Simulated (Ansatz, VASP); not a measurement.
**WS2: VASP beside Ansatz**

```
W S
1.0
     3.12630    0.00000    0.00000
    -1.56315    2.70746    0.00000
     0.00000    0.00000   27.34919
W S
3 6
Direct
  0.66667 0.33333 0.65968
  0.33333 0.66667 0.88203
  0.33333 0.66667 0.43747
  0.66667 0.33333 0.93906
  0.66667 0.33333 0.49460
  0.33333 0.66667 0.71680
  0.66667 0.33333 0.82490
  0.66667 0.33333 0.38043
  0.33333 0.66667 0.60256
```

Alike in both runs: functional LDA; k mesh 12 × 12 × 1; occupations gaussian, width 0.02 eV; no spin polarisation.

Ansatz relaxed the structure, and its values are those at the end. VASP's run is a single point on that final structure, the one shown.

```csv
,VASP,Ansatz
version,VASP 6.6.1,Ansatz 0.2.0
potentials or method,"VASP PAW LDA potentials, release 64 (W_sv, S), cutoff 520 eV","scalar-relativistic, plane waves, PAW"
valence electrons in the cell,78,78
```

Ansatz gave:

```
gap on the k mesh at the Fermi level (eV) : 1.10
least direct gap on the mesh (eV)         : 1.91
rms of the force components (eV/Å)        : 0.001
```

Problem. Which values does VASP return?

Solution. gap on the k mesh at the Fermi level (eV): 1.11; least direct gap on the mesh (eV): 1.92; rms of the force components (eV/Å): 0.024.

LDA's correlation is that of Perdew and Zunger in VASP and of Perdew and Wang (1992) in Ansatz.

Spin-orbit coupling is off throughout.
